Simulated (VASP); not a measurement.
A run of VASP 6.6.1:

File POSCAR:

```
Hg2SO
1.0
    4.0283698972      0.0000000000      0.0000000000
    0.0000000000      4.0283698972      0.0000000000
    0.0000000000      0.0000000000      9.8102853832
O Hg S
2 4 2
Direct
    0.5000000000      0.0000000000      0.0944327512
    0.0000000000      0.5000000000      0.9055672488
    0.5000000000      0.5000000000      0.0000000000
    0.0000000000      0.0000000000      0.8015977107
    0.5000000000      0.5000000000      0.5000000000
    0.0000000000      0.0000000000      0.1984022893
    0.5000000000      0.0000000000      0.6512974947
    0.0000000000      0.5000000000      0.3487025053
```

File INCAR.step1:

```
SYSTEM = Hg2SO
PREC = Accurate ; ENCUT = 660
ISMEAR = -1 ; SIGMA = 0.02
LREAL = .False. ; LASPH = .True.
NELM = 120 ; NBANDS = 46
GGA = PE ; ALGO = Normal
EDIFF = 1E-5 ; LWAVE = .True.
LCHARG = .False. ; GGA_COMPAT = .False.
```

Contents of INCAR.step2:

```
SYSTEM = Hg2SO
PREC = Accurate ; ENCUT = 660
EDIFF = 1E-6 ; ISMEAR = -1
SIGMA = 0.02 ; LREAL = .False.
LASPH = .True. ; NELM = 120
ALGO = Normal ; ISIF = 2
LWAVE = .False. ; LCHARG = .False.
METAGGA = R2SCAN ; LMIXTAU = .True.
NBANDS = 46 ; ISTART = 1
GGA_COMPAT = .False.
```

Contents of KPOINTS:

```
Automatic mesh
0
Gamma
  6 6 2
  0 0 0
```

Potentials or basis: VASP PAW PBE potentials, release 64 (O, Hg, S).

Command:

```sh
$ cat potpaw_PBE.64/O/POTCAR potpaw_PBE.64/Hg/POTCAR potpaw_PBE.64/S/POTCAR > POTCAR
$ cp INCAR.step1 INCAR
$ mpirun -np 1 vasp_std > vasp.out
$ cp INCAR.step2 INCAR
$ mpirun -np 1 vasp_std > vasp.out
```

Hardware: 1 thread of Intel Xeon 6975P-C, with other jobs on the host.

Problem. Estimate the wall time of this run.

Solution. Run time: 9.9 min on 1 thread of Intel Xeon 6975P-C, on a shared host, peak memory 0.46 GiB. Counts: k points 20.
